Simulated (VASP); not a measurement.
The system is NbN.

```
CELL_PARAMETERS angstrom
0.00000 2.19450 2.19450
2.19450 0.00000 2.19450
2.19450 2.19450 0.00000
ATOMIC_POSITIONS crystal
Nb 0.50000 0.50000 0.50000
N 0.00000 0.00000 0.00000
```

```yaml
Program: VASP 6.6.1
Task: relaxation of cell and atoms
Functional: r2SCAN
Potentials_or_basis: VASP PAW PBE potentials, release 64 (Nb_sv, N)
Cutoff: 660 eV
k_mesh: 14 × 14 × 14
Occupations: gaussian, width 0.1 eV
Spin: no spin polarisation
```

At the start: pressure 5.1 GPa; volume 10.57 Å³/atom.

Problem. Where does the relaxation end?

Solution. Over 3 steps the energy falls by 2.5 meV/atom and the volume is 10.73 Å³/atom (+1.5 %); space group Fm-3m (No. 225, to 0.1 Å) before and after.

Step by step:
| step | energy change (eV) | largest force (eV/Å) | pressure (GPa) | volume (Å³) |
| --- | --- | --- | --- | --- |
| 1 | 0.0000 | 0.0000 | 5.07 | 21.14 |
| 2 | 0.0177 | 0.0000 | -9.87 | 22.18 |
| 3 | -0.0050 | 0.0000 | -0.05 | 21.46 |

Final structure:
```
CELL_PARAMETERS angstrom
0.00000 2.20574 2.20574
2.20574 0.00000 2.20574
2.20574 2.20574 0.00000
ATOMIC_POSITIONS crystal
Nb 0.50000 0.50000 0.50000
N 0.00000 0.00000 0.00000
```

Caveat: the highest band is partly filled, so the run has too few bands; the PAW data sets were made with another functional, which shifts forces and pressure a little.
